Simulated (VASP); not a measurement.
# TiC: single point with PBEsol

The system is TiC.

```xyz
2
Lattice="0.0000 1.9828 2.5776 1.9828 0.0000 2.5776 1.9828 1.9828 0.0000" Properties=species:S:1:pos:R:3 pbc="T T T"
Ti    0.0000    0.0000    0.0000
C     1.9828    1.9828    2.5776
```

This cell differs from its parent crystal: ratio of the length along z to the lengths across it x 1.3, volume and fractional coordinates fixed.

* Program: VASP 6.6.1
* Task: single point
* Functional: PBEsol
* Potentials or basis: VASP PAW PBE potentials, release 64 (Ti_sv, C)
* Cutoff: 520 eV
* k mesh: 20 × 20 × 20
* Occupations: gaussian, width 0.15 eV
* Spin: no spin polarisation

```json
{"Pressure": "25.1 GPa", "Band gap on the k mesh": "zero (bands 8 and 9 overlap by 2.34 eV)"}
```

Stress tensor (GPa, compression positive):
```
 55.20   0.00   0.00
  0.00  55.20   0.00
  0.00   0.00 -35.02
```

Levels at points of the mesh, in eV from the Fermi level:
| k point | band 5 | band 6 | band 7 | band 8 | band 9 | band 10 | band 11 | band 12 |
| --- | --- | --- | --- | --- | --- | --- | --- | --- |
| (0.00, 0.00, 0.00) | -12.46 | -0.59 | -0.26 | 0.87 | 1.55 | 1.55 | 2.05 | 2.05 |
| (0.50, 0.00, 0.00) | -8.54 | -5.97 | -3.71 | -3.16 | 2.86 | 3.28 | 4.83 | 6.61 |
| (0.50, 0.50, 0.00) | -10.78 | -4.81 | -1.59 | 1.24 | 1.24 | 2.94 | 3.34 | 3.34 |
| (0.50, 0.00, 0.50) | -10.27 | -2.37 | -1.58 | -0.40 | -0.32 | 2.37 | 2.42 | 4.63 |

Run time: 4.5 min on 1 thread of Intel Xeon 8259CL, on a shared host, peak memory 0.31 GiB.

Caveat: the stress differs along the axes, from -35 to 55 GPa; the PAW data sets were made with another functional, which shifts forces and pressure a little.
